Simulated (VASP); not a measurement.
Wanted: the native input for a VASP 6.6.1 run.

* Task: relaxation of cell and atoms
* Functional: PBE
* Potentials or basis: VASP PAW PBE potentials, release 64 (Hf_pv, Si, O)
* Cutoff: 600 eV
* k mesh: 6 × 6 × 6
* Occupations: gaussian, width 0.1 eV
* Spin: no spin polarisation
* Dipole correction: no
* Further INCAR settings: ALGO = Normal; EDIFF = 1e-06; IBRION = 2; EDIFFG = -0.04; NSW = 90; ISIF = 3

The structure of HfSi2O6 lies in POSCAR:

```
HfSi2O6
1.0
   -1.8323734500      1.8323734500      7.7741021300
    1.8323734500     -1.8323734500      7.7741021300
    1.8323734500      1.8323734500     -7.7741021300
Hf Si O
1 2 6
Direct
    0.5000000000      0.5000000000      0.0000000000
    0.8333333300      0.8333333300      0.0000000000
    0.1666666700      0.1666666700      0.0000000000
    0.4166666700      0.9166666700      0.5000000000
    0.0833333300      0.5833333300      0.5000000000
    0.7500000000      0.2500000000      0.5000000000
    0.5833333300      0.0833333300      0.5000000000
    0.2500000000      0.7500000000      0.5000000000
    0.9166666700      0.4166666700      0.5000000000
```

The input as run:

INCAR

```
SYSTEM = HfSi2O6
PREC     = Accurate       ! precision mode
ENCUT    = 600            ! plane-wave cutoff, eV
EDIFF    = 1E-6           ! SCF threshold, eV
ISMEAR   = 0              ! smearing method
SIGMA    = 0.1            ! smearing width, eV
LREAL    = .FALSE.        ! projectors in reciprocal space
LASPH    = .TRUE.         ! aspherical terms in the spheres
NELM     = 100            ! most SCF steps
ALGO     = Normal         ! electronic algorithm
ISIF     = 3              ! what is computed and relaxed
LWAVE    = .FALSE.        ! write WAVECAR
LCHARG   = .FALSE.        ! write CHGCAR
GGA      = PE             ! functional
IBRION   = 2              ! ionic algorithm
NSW      = 90             ! ionic steps
EDIFFG   = -0.04          ! ionic threshold
```

KPOINTS

```
Automatic mesh
0
G
  6 6 6
  0 0 0
```

Potentials or basis: VASP PAW PBE potentials, release 64 (Hf_pv, Si, O).

The run is started by

```console
$ cat potpaw_PBE.64/Hf_pv/POTCAR potpaw_PBE.64/Si/POTCAR potpaw_PBE.64/O/POTCAR > POTCAR
$ mpirun -np 1 vasp_std > vasp.out
```

Results of the run:

```yaml
Relaxed_volume: 9.07 Å³/atom
Relaxed_cell: a = 7.592 Å, b = 7.592 Å, c = 7.592 Å, α = 154.39°, β = 154.39°, γ = 36.53°
Space_group_after_relaxing_to_0.1_Å: I4/mmm (No. 139)
Energy_gained_by_relaxing: 355.0 meV/atom
Ionic_steps: 9
Pressure_after_relaxing: 0.2 GPa
Largest_force_after_relaxing: 0.017 eV/Å
Band_gap_on_the_k_mesh: 0.45 eV (least direct gap 0.79 eV)
```

Caveat: the volume moved by over 15 % at a fixed basis, so the end points are rough; semilocal functionals underestimate gaps, and a narrow one can read as zero; spin-orbit coupling is left out, which moves the levels of the heavy elements.

It took 32 min on 1 thread of Intel(R) Xeon(R) Platinum 8559C (Emerald Rapids) (shared host), peak memory 0.85 GiB.
